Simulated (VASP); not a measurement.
Runs of VASP 6.6.1 on HgTe2. The structure is that of space group P4/nmm (No. 129), or close to it. The cells are those of the table. 

```tsv
task	cell	k mesh	cutoff (eV)	gap on the mesh (eV)	pressure (GPa)	largest force (eV/Å)
single point	a = 4.941, b = 4.941, c = 8.963 Å, 6 atoms	4 × 4 × 4	520	none	(a)	0.05
single point	a = 4.907, b = 4.907, c = 9.000 Å, 6 atoms	8 × 8 × 4	520	none	0.0	0.02
relaxation of cell and atoms	relaxed from a = 4.794, b = 4.794, c = 7.315 Å, 6 atoms	4 × 4 × 4	600	-	-0.1	0.04
single point	a = 4.794, b = 4.794, c = 7.315 Å, 6 atoms	4 × 4 × 4	520	none	5.7	(b)
```

Alike in all rows: level PBE; potentials or basis VASP PAW PBE potentials, release 64 (Hg, Te); no spin polarisation; smearing gaussian 0.1 eV.

Problem. Fill in the values left out.

Solution. (a) -0.2; (b) 1.08.

Caveats: spin-orbit coupling is left out, which moves the levels of the heavy elements; the bands computed are all filled at some k points, so no gap is given (some runs); forces of over 1 eV/Å act on the atoms, so gaps and moduli don't describe the material at rest (some runs).

A k mesh can miss the band edges, and the runs leave out spin-orbit coupling on Hg, Te.

A gap of «none» marks levels without a gap at the run's occupations.
